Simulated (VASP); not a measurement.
Crystal: SnO2.

```
CELL_PARAMETERS angstrom
3.23058 0.00000 0.00000
-1.61529 2.79776 0.00000
0.00000 0.00000 10.79056
ATOMIC_POSITIONS crystal
Sn 0.00000 0.00000 0.50000
Sn 0.00000 0.00000 0.00000
O 0.66667 0.33333 0.40586
O 0.66667 0.33333 0.09414
O 0.33333 0.66667 0.59414
O 0.33333 0.66667 0.90586
```

Base run:

| Item | Value |
| --- | --- |
| Program | VASP 6.6.1 |
| Functional | PBEsol |
| Potentials or basis | VASP PAW PBE potentials, release 64 (Sn_d, O) |
| Cutoff | 520 eV |
| k mesh | 12 × 12 × 2 |
| Occupations | gaussian, width 0.01 eV |
| Spin | no spin polarisation |

Its results: band gap on the k mesh 2.05 eV (least direct gap 2.45 eV); pressure -3.8 GPa; largest force 0.335 eV/Å.

**Question.** The run is repeated on the same cell with these changes: functional from PBEsol to LDA; potentials or basis from VASP PAW PBE potentials, release 64 (Sn_d, O) to VASP PAW LDA potentials, release 64 (Sn_d, O). What comes out?

**Answer.** Band gap on the k mesh 1.95 eV (least direct gap 2.38 eV); pressure -7.1 GPa; largest force 0.637 eV/Å.

Caveats: the cell stands under tension; spin-orbit coupling is left out, which moves the levels of the heavy elements; the PAW data sets were made with another functional, which shifts forces and pressure a little (at least some runs).

A k mesh can miss the band edges.
